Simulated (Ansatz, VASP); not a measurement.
## Al4Ga3: VASP beside Ansatz

```
Al Ga
1.0
     1.45651    0.84092   16.63572
    -1.45651    0.84092   16.63572
     0.00000   -1.68183   16.63572
Al Ga
4 3
Cartesian
  0.0000 0.0000 21.5108
  0.0000 0.0000 7.1690
  0.0000 0.0000 42.7382
  0.0000 0.0000 28.3963
  0.0000 0.0000 35.7824
  0.0000 0.0000 0.0000
  0.0000 0.0000 14.1247
```

Alike in both runs: task single point; functional PBE; k mesh 12 × 12 × 12; occupations gaussian, width 0.1 eV; no spin polarisation.

|  | VASP | Ansatz |
| --- | --- | --- |
| version | VASP 6.6.1 | Ansatz 0.2.0 |
| potentials or method | VASP PAW PBE potentials, release 64 (Al, Ga_d), cutoff 520 eV | scalar-relativistic, plane waves, PAW |
| valence electrons in the cell | 51 | 51 |

|  | VASP | Ansatz | Ansatz less VASP |
| --- | --- | --- | --- |
| gap on the k mesh at the Fermi level (eV) | none | none | - |
| pressure (GPa) | 0.0 | 0.0 | -0.04 |

A gap of «none» marks a metal or a gap that the smearing closes. With one functional, cell and mesh, what is left measures potentials, basis and numerics.
